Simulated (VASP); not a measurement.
**Mn: single point with PBE**

The system is Mn.

```
Mn
1.0
     0.00000    1.79668    1.79668
     1.79668    0.00000    1.79668
     1.79668    1.79668    0.00000
Mn
1
Cartesian
  0.0000 0.0000 0.0000
```

This isn't the form of Mn at room conditions, which is a 58-atom cubic cell.

```yaml
Program: VASP 6.6.1
Task: single point
Functional: PBE
Potentials_or_basis: VASP PAW PBE potentials, release 64 (Mn_sv)
Cutoff: 680 eV
k_mesh: 17 × 17 × 17
Occupations: fermi-dirac, width 0.05 eV
Spin: collinear spin, ferromagnetic start
Starting_moments: "[3.0] μB"
```

```
Pressure                                              : -19.4 GPa
Net moment                                            : 0.08 μB per cell
Site moments                                          : Mn +0.08 μB
Valence electrons inside the program's atomic spheres : Mn 12.95
```

Levels at points of the mesh, in eV from the Fermi level:
Spin up:
| k point | band 5 | band 6 | band 7 | band 8 | band 9 | band 10 | band 11 | band 12 |
| --- | --- | --- | --- | --- | --- | --- | --- | --- |
| (0.00, 0.00, 0.00) | -8.03 | -1.05 | -1.05 | -1.05 | 0.42 | 0.42 | 20.90 | 26.13 |
Spin down:
```csv
k point,band 4,band 5,band 6,band 7,band 8,band 9,band 10,band 11,band 12,band 13
"(0.00, 0.00, 0.00)",-47.62,-8.01,-1.01,-1.01,-1.01,0.56,0.56,20.89,26.16,26.16
```

Wall time 69 s on 1 thread of Intel(R) Xeon(R) Platinum 8488C (Sapphire Rapids) (shared host), peak memory 0.2 GiB.

Caveat: the cell stands under tension.
